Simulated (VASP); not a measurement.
# Li3SCl (Pm-3m) in VASP: relaxation of cell and atoms with LDA

Aim: the relaxation of cell and atoms of Li3SCl with LDA.

All numbers are computed with VASP 6.6.1; they aren't measurements. Logs are shortened: lines on timing, memory, paths and dates and some standing lists are left out, and cuts for length are marked.

## 1. The cell of the first run

It takes space group Pm-3m (No. 221, cubic). The conventional cell has a = 4.473 Å, b = 4.473 Å, c = 4.473 Å, α = 90.00°, β = 90.00°, γ = 90.00°. Within 4.2 Å of Cl (site symmetry m-3m) lie 12 Li at 3.16 Å and 8 S at 3.87 Å. Within 3.0 Å of S (site symmetry m-3m) lie 6 Li at 2.24 Å. Li (site symmetry 4/mmm) has 2 S at 2.24 Å within 3.0 Å.

## 2. Relaxation of cell and atoms, LDA

Input file INCAR:

```
SYSTEM = Li3SCl
ALGO     = Normal         ! electronic algorithm
EDIFF    = 1E-6           ! SCF threshold, eV
EDIFFG   = -0.03          ! ionic threshold
ENCUT    = 600            ! plane-wave cutoff, eV
IBRION   = 2              ! ionic algorithm
ISIF     = 3              ! what is computed and relaxed
ISMEAR   = 1              ! smearing method
LASPH    = .True.         ! aspherical terms in the spheres
LCHARG   = .False.        ! write CHGCAR
LREAL    = .False.        ! projectors in reciprocal space
LWAVE    = .False.        ! write WAVECAR
NELM     = 100            ! most SCF steps
NSW      = 80             ! ionic steps
PREC     = Accurate       ! precision mode
SIGMA    = 0.01           ! smearing width, eV
```

Input file KPOINTS:

```
k-points
0
Gamma
  4 4 4
  0 0 0
```

Input file POSCAR:

```
Li3SCl
1.0
    4.4731102009      0.0000000000      0.0000000000
    0.0000000000      4.4731102009      0.0000000000
    0.0000000000      0.0000000000      4.4731102009
Cl S Li
1 1 3
Direct
    0.0000000000      0.0000000000      0.0000000000
    0.5000000000      0.5000000000      0.5000000000
    0.5000000000      0.5000000000      0.0000000000
    0.0000000000      0.5000000000      0.5000000000
    0.5000000000      0.0000000000      0.5000000000
```

Potentials or basis: VASP PAW LDA potentials, release 64 (Cl, S, Li_sv).

The run is started by

```sh
$ cat potpaw_LDA.64/Cl/POTCAR potpaw_LDA.64/S/POTCAR potpaw_LDA.64/Li_sv/POTCAR > POTCAR
$ mpirun -np 1 vasp_std > vasp.out
```

OUTCAR:

```text
SYSTEM = Li3SCl
   EDIFF = 1E-6
   EDIFFG = -0.03
   ENCUT = 600
   IBRION = 2
   ISIF = 3
   ISMEAR = 1
   LASPH = .True.
   LREAL = .False.
   NELM = 100
   NSW = 80
   PREC = Accurate

 ion  position               nearest neighbor table
   1  0.000  0.000  0.000-
   2  0.500  0.500  0.500-   3 2.24   4 2.24   5 2.24   3 2.24   5 2.24   4 2.24
   3  0.500  0.500  0.000-   2 2.24   2 2.24
   4  0.000  0.500  0.500-   2 2.24   2 2.24
   5  0.500  0.000  0.500-   2 2.24   2 2.24

  LATTYP: Found a simple cubic cell.
 ALAT       =     4.4731102009

  Lattice vectors:

 A1 = (   4.4731102009,   0.0000000000,   0.0000000000)
 A2 = (   0.0000000000,   4.4731102009,   0.0000000000)
 A3 = (   0.0000000000,   0.0000000000,   4.4731102009)

Analysis of symmetry for initial positions (statically):
=====================================================================
 Subroutine PRICEL returns:
 Original cell was already a primitive cell.

 Routine SETGRP: Setting up the symmetry group for a
 simple cubic supercell.

 Subroutine GETGRP returns: Found 48 space group operations
 (whereof 48 operations were pure point group operations)
 out of a pool of 48 trial point group operations.

The static configuration has the point symmetry O_h .

Analysis of symmetry for dynamics (positions and initial velocities):
=====================================================================
 Subroutine PRICEL returns:
 Original cell was already a primitive cell.

 Routine SETGRP: Setting up the symmetry group for a
 simple cubic supercell.

 Subroutine GETGRP returns: Found 48 space group operations
 (whereof 48 operations were pure point group operations)
 out of a pool of 48 trial point group operations.

The dynamic configuration has the point symmetry O_h .

 Subroutine INISYM returns: Found 48 space group operations
 (whereof 48 operations are pure point group operations),
 and found     1 'primitive' translations

----------------------------------------------------------------------------------------

                                     Primitive cell

  volume of cell :      89.5012

  direct lattice vectors                    reciprocal lattice vectors
     4.473110201  0.000000000  0.000000000     0.223558096  0.000000000  0.000000000
     0.000000000  4.473110201  0.000000000     0.000000000  0.223558096  0.000000000
[... 92 lines left out ...]
   EFERMI_NEDOS =   21; number of points for ismear=-14 and -15
   IALGO  =     38    algorithm
   IMIX   =      4    mixing-type and parameters
     AMIX     =   0.40;   BMIX     =  1.00
     AMIX_MAG =   1.60;   BMIX_MAG =  1.00
  volume/ion in A,a.u.               =      17.90       120.80
  Fermi-wavevector in a.u.,A,eV,Ry     =   1.025509  1.937931 14.308820  1.051669
  Thomas-Fermi vector in A             =   2.159353
   LORBIT       =      0    0 simple, 1 ext, 2 COOP (PROOUT), +10 PAW based schemes
   GGA     = CA    functional components
   LHFCALC =     F    Hartree Fock is set to
   AEXX    =    0.0000 exact exchange contribution
   IVDW    =     0    specifies the selected vdW correction
   LEPSILON=     F    determine dielectric tensor
   LRPA    =     F    only Hartree local field effects (RPA)
 conjugate gradient relaxation of ions
 non-spin polarized calculation
 Methfessel and Paxton  Order N= 1 SIGMA  =   0.01
  energy-cutoff  :      600.00
  volume of cell :       89.50
 maximum number of plane-waves:      3016
 NGX is ok and might be reduce to    36
   NGX = 17   NGY = 17   NGZ = 17

 number of electron      22.0000023 magnetization

 Free energy of the ion-electron system (eV)
  ---------------------------------------------------
  ext. energy  EPLUGINS =         0.00000000
  ---------------------------------------------------
  free energy    TOTEN  =       -19.99970205 eV

  energy without entropy =      -19.99970205  energy(sigma->0) =      -19.99970205

 E-fermi :   0.4414     XC(G=0):  -8.4475

 val. band max:        0.3744943835   @ k =   0.5000   0.5000   0.0000
 cond. band min:       4.1722795993   @ k =   0.5000   0.5000   0.0000
 fundamental gap:      3.7977852158
 Fermi energy:         0.4414070508

 k-point     1 :       0.0000    0.0000    0.0000
  band No.  band energies     occupation
      1     -42.7052      2.00000
      2     -42.6879      2.00000
      3     -42.6879      2.00000
      4     -12.6587      2.00000
      5      -9.7679      2.00000
      6      -1.6756      2.00000
      7      -1.6756      2.00000
      8      -1.6756      2.00000
      9      -0.0427      2.00000
     10      -0.0427      2.00000
     11      -0.0427      2.00000
     12       4.4211      0.00000
     13       6.6371      0.00000
     14       6.6371      0.00000
[... 149 lines left out ...]
      2     -42.6935      2.00000
      3     -42.6935      2.00000
      4     -12.5097      2.00000
      5      -9.9938      2.00000
      6      -1.6181      2.00000
      7      -1.6181      2.00000
      8      -1.6181      2.00000
      9      -0.5331      2.00000
     10      -0.5331      2.00000
     11      -0.5331      2.00000
     12       6.3290      0.00000
     13       6.3290      0.00000
     14       6.3290      0.00000
     15       9.4902      0.00000

------------------------ aborting loop because EDIFF is reached ----------------------------------------

  FORCE on cell =-STRESS in cart. coord.  units (eV):
  Direction    XX          YY          ZZ          XY          YZ          ZX
  --------------------------------------------------------------------------------------
  -------------------------------------------------------------------------------------
  Total       -0.0182617     -0.0182617     -0.0182617      0.0000000      0.0000000     -0.0000000
  in kB       -0.3269056     -0.3269056     -0.3269056      0.0000000      0.0000000     -0.0000000
  external PRESSURE =      -0.3269056 kB  Pullay stress =       0.0000000 kB

 VOLUME and BASIS-vectors are now :
 -----------------------------------------------------------------------------
  energy-cutoff  :      600.00
  volume of cell :       89.50
      direct lattice vectors                 reciprocal lattice vectors
     4.473110201  0.000000000  0.000000000     0.223558096  0.000000000  0.000000000
     0.000000000  4.473110201  0.000000000     0.000000000  0.223558096  0.000000000
     0.000000000  0.000000000  4.473110201     0.000000000  0.000000000  0.223558096

 POSITION                                       TOTAL-FORCE (eV/Angst)
 -----------------------------------------------------------------------------------
      0.00000      0.00000      0.00000         0.000000      0.000000      0.000000
      2.23656      2.23656      2.23656         0.000000      0.000000      0.000000
      2.23656      2.23656      0.00000         0.000000      0.000000      0.000000
      0.00000      2.23656      2.23656         0.000000      0.000000      0.000000
      2.23656      0.00000      2.23656         0.000000      0.000000      0.000000
 -----------------------------------------------------------------------------------
    total drift:                                0.000000      0.000000      0.000000

  FREE ENERGIE OF THE ION-ELECTRON SYSTEM (eV)
  ---------------------------------------------------
  free  energy   TOTEN  =       -19.9997020458 eV

  energy  without entropy=      -19.9997020458  energy(sigma->0) =      -19.99970205

 reached required accuracy - stopping structural energy minimisation
```

OSZICAR:

```text
N       E                     dE             d eps       ncg     rms          rms(c)
DAV:   1     0.126597550783E+03    0.12660E+03   -0.10607E+04   300   0.155E+03
DAV:   2    -0.355852974983E+01   -0.13016E+03   -0.12776E+03   391   0.308E+02
DAV:   3    -0.203143495655E+02   -0.16756E+02   -0.16725E+02   551   0.794E+01
DAV:   4    -0.210257774574E+02   -0.71143E+00   -0.71044E+00   420   0.219E+01
DAV:   5    -0.211026528329E+02   -0.76875E-01   -0.76868E-01   478   0.482E+00    0.494E+00
DAV:   6    -0.201160418489E+02    0.98661E+00   -0.20288E+00   370   0.695E+00    0.397E+00
DAV:   7    -0.200078096800E+02    0.10823E+00   -0.95305E-01   460   0.449E+00    0.245E+00
DAV:   8    -0.200075987800E+02    0.21090E-03   -0.14796E-01   377   0.203E+00    0.430E-01
DAV:   9    -0.199992838577E+02    0.83149E-02   -0.44914E-02   400   0.105E+00    0.259E-01
DAV:  10    -0.199997590901E+02   -0.47523E-03   -0.39186E-03   457   0.346E-01    0.130E-01
DAV:  11    -0.199997200871E+02    0.39003E-04   -0.29601E-04   412   0.114E-01    0.419E-02
DAV:  12    -0.199997012655E+02    0.18822E-04   -0.14526E-04   426   0.589E-02    0.174E-02
DAV:  13    -0.199997032631E+02   -0.19977E-05   -0.12891E-05   413   0.224E-02    0.920E-03
DAV:  14    -0.199997020234E+02    0.12397E-05   -0.60726E-06   420   0.110E-02    0.410E-03
DAV:  15    -0.199997020458E+02   -0.22393E-07   -0.23439E-07   262   0.317E-03
   1 F= -.19999702E+02 E0= -.19999702E+02  d E =-.199997E+02
```

Run time: 12 s. Hardware: 1 thread of AMD EPYC 7R43 (Zen 3), shared host; peak memory 0.14 GiB.

What came out:

| Quantity | Value |
| --- | --- |
| Free energy | -19.9997 eV |
| Pressure after relaxing | 0.0 GPa |
| Band gap on the k mesh | 3.80 eV |

Final structure:
```yaml
crystal:
  lattice:
    - [4.47311, 0.00000, 0.00000]
    - [0.00000, 4.47311, 0.00000]
    - [0.00000, 0.00000, 4.47311]
  atoms:
    - { symbol: Cl, position: [0.00000, 0.00000, 0.00000] }
    - { symbol: S, position: [0.50000, 0.50000, 0.50000] }
    - { symbol: Li, position: [0.50000, 0.50000, 0.00000] }
    - { symbol: Li, position: [0.00000, 0.50000, 0.50000] }
    - { symbol: Li, position: [0.50000, 0.00000, 0.50000] }
```

Caveat: the cutoff is under 1.25 times the usual one of these potentials, so pressure, stress and relaxed cells hold a basis-set (Pulay) error; the relaxation stopped at its first step, so nothing moved. A k mesh can miss the band edges.
